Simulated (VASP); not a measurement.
MgS:

```xyz
2
Lattice="0.0000 2.6132 2.6015 2.6132 0.0000 2.6015 2.6132 2.6132 0.0000" Properties=species:S:1:pos:R:3 pbc="T T T"
Mg    0.0000    0.0000    0.0000
S     2.6132    2.6132    2.6015
```

This cell differs from its parent crystal: biaxial xy strain +0.5%.

Base run:

* Program: VASP 6.6.1
* Functional: PBE
* Potentials or basis: VASP PAW PBE potentials, release 64 (Mg, S)
* Cutoff: 520 eV
* k mesh: 8 × 8 × 8
* Occupations: fermi-dirac, width 0.02 eV
* Spin: no spin polarisation

Its results: band gap on the k mesh 2.73 eV (least direct gap 3.63 eV); pressure 0.2 GPa.

Question: The run is repeated on the same cell with these changes: functional from PBE to r2SCAN; occupations from fermi-dirac, width 0.02 eV to gaussian, width 0.01 eV. What comes out?

Answer: Band gap on the k mesh 3.39 eV (least direct gap 4.53 eV); pressure -1.2 GPa.

Caveats: the PAW data sets were made with another functional, which shifts forces and pressure a little (at least some runs).

A k mesh can miss the band edges.
